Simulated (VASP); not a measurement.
Cs2Au, 3 atoms in the cell. Symmetry: F-43m, No. 216, cubic system. Conventional cell: a = 8.521 Å, b = 8.521 Å, c = 8.521 Å, α = 90.00°, β = 90.00°, γ = 90.00°. Cs (site symmetry -43m) has 4 Au at 3.69 Å and 4 Cs at 3.69 Å within 4.8 Å. Within 4.8 Å of Cs (site symmetry -43m) lie 4 Cs at 3.69 Å and 6 Au at 4.26 Å. Within 4.8 Å of Au (site symmetry -43m) lie 10 Cs at 3.69 to 4.26 Å. 

```yaml
Program: VASP 6.6.1
Task: single point
Functional: PBE
Potentials_or_basis: VASP PAW PBE potentials, release 64 (Cs_sv, Au)
Cutoff: 520 eV
k_mesh: 4 × 4 × 4
Occupations: gaussian, width 0.1 eV
Spin: no spin polarisation
Dipole_correction: no
Further_INCAR_settings: ALGO = Normal; EDIFF = 1e-06; NBANDS = 22
```

Potentials or basis: VASP PAW PBE potentials, release 64 (Cs_sv, Au).

Run with:

```bash
$ cat potpaw_PBE.64/Cs_sv/POTCAR potpaw_PBE.64/Au/POTCAR > POTCAR
$ mpirun -np 1 vasp_std > vasp.out
```

Hardware: 1 thread of Intel(R) Xeon(R) Platinum 8488C (Sapphire Rapids), on a shared host.

Problem. How long does it take, and how much memory?

Solution. Wall time 31 s on 1 thread of Intel(R) Xeon(R) Platinum 8488C (Sapphire Rapids), on a shared host, peak memory 0.31 GiB. Counts: scf iterations 12, k points 8.
